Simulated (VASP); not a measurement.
FeO:

```
CELL_PARAMETERS angstrom
2.84365 0.00000 0.00000
-1.42182 2.46267 0.00000
0.00000 0.00000 2.77526
ATOMIC_POSITIONS crystal
Fe 0.00000 0.00000 0.00000
O 0.66667 0.33333 0.50000
```

Base run:

| Quantity | Value |
| --- | --- |
| Program | VASP 6.6.1 |
| Functional | PBE |
| Potentials or basis | VASP PAW PBE potentials, release 64 (Fe, O) |
| Cutoff | 520 eV |
| k mesh | 10 × 10 × 9 |
| Occupations | fermi-dirac, width 0.05 eV |
| Spin | collinear spin, ferromagnetic start |
| Starting moments | [3.0, 0.0] μB |

Its results: band gap on the k mesh zero (filled and empty bands overlap); pressure 0.2 GPa; net moment 3.99 μB per cell; site moments Fe +3.56; O +0.36 μB.

Q: The run is repeated on the same cell with these changes: potentials or basis from VASP PAW PBE potentials, release 64 (Fe, O) to VASP PAW PBE potentials, release 64 (Fe_sv, O); cutoff from 520 eV to 600 eV; further incar settings from ALGO = Normal; EDIFF = 1e-06; NBANDS = 18 to ALGO = Normal; EDIFF = 1e-06; NBANDS = 22; valence electrons from 14 to 22. What comes out?

A: Band gap on the k mesh zero (filled and empty bands overlap); pressure -2.2 GPa; net moment 3.99 μB per cell; site moments Fe +3.46; O +0.36 μB.

Caveats: a cell with one magnetic atom can't hold antiferromagnetic order, which such compounds often take; semilocal functionals often make such compounds metallic where correlation or magnetic order opens a gap, which also shifts bond lengths.
